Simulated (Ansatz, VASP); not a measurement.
# MnSb: VASP beside Ansatz

INCAR

```
ALGO     = Normal         # electronic algorithm
EDIFF    = 1E-6           # SCF threshold, eV
ENCUT    = 520            # plane-wave cutoff, eV
GGA      = PE             # functional
ISIF     = 2              # what is computed and relaxed
ISMEAR   = -1             # smearing method
ISPIN    = 2              # spin polarisation
LASPH    = True           # aspherical terms in the spheres
LCHARG   = False          # write CHGCAR
LMAXMIX  = 4              # l up to which the mixer works
LORBIT   = 11             # projections on sites
LREAL    = False          # projectors in reciprocal space
LWAVE    = False          # write WAVECAR
MAGMOM   = 0 6            # initial moments
NBANDS   = 20             # bands
NELM     = 150            # most SCF steps
NUPDOWN  = 6.0            # fixed moment
PREC     = Accurate       # precision mode
SIGMA    = 0.05           # smearing width, eV
```

KPOINTS

```
k-points
0
Gamma
  7 7 7
```

File POSCAR:

```
MnSb
1.0
    0.0000000000      2.7950160000      2.7950160000
    2.7950160000      0.0000000000      2.7950160000
    2.7950160000      2.7950160000      0.0000000000
Sb Mn
1 1
Direct
    0.5000000000      0.5000000000      0.5000000000
    0.0000000000      0.0000000000      0.0000000000
```

The input input.yaml:

```yaml
crystal:
  lattice:
    - [0.0, 2.795016, 2.795016]
    - [2.795016, 0.0, 2.795016]
    - [2.795016, 2.795016, 0.0]
  atoms:
    - { symbol: Sb, position: [0.5, 0.5, 0.5] }
    - { symbol: Mn, position: [0.0, 0.0, 0.0], spin: 6.0 }
hamiltonian:
  xc: pbe
  pseudopotentials: { kind: paw }
magnetization:
  spin_polarized: true
  initial_magnetization: 6.0
  spin_locking: { lock_magnetization: hard }
kpoints:
  mp_grid: { grid: [7, 7, 7] }
scf:
  occupations: { method: fermi_dirac, width: 0.05 }
  lower_state_search: "off"
output:
  forces: true
  stress: true
  eigenvalues: true
```

Alike in both runs: task single point; functional PBE; k mesh 7 × 7 × 7; occupations fermi-dirac, width 0.05 eV; collinear spin; fixed moment 6 μB.

|  | VASP | Ansatz |
| --- | --- | --- |
| version | VASP 6.6.1 | Ansatz 0.2.0 |
| potentials or method | VASP PAW PBE potentials, release 64 (Sb, Mn_pv) | Ansatz PAW |
| plane-wave cutoff (eV) | 520 | 420 |
| valence electrons in the cell | 18 | 30 |

|  | VASP | Ansatz | Ansatz less VASP |
| --- | --- | --- | --- |
| pressure (GPa) | 16.4 | 16.3 | -0.05 |
| net moment per atom (μB) | 3.00 | 3.00 | 0.000 |
| size of the moment on the site where the two differ most (μB) | 4.49 | 4.57 | +0.075 |

Site moments also hang on the region over which each program counts them. VASP's potentials hold 18 valence electrons a cell and Ansatz's 30, so a difference there can come from the potentials and not from the codes.

Neither program's run includes spin-orbit coupling.
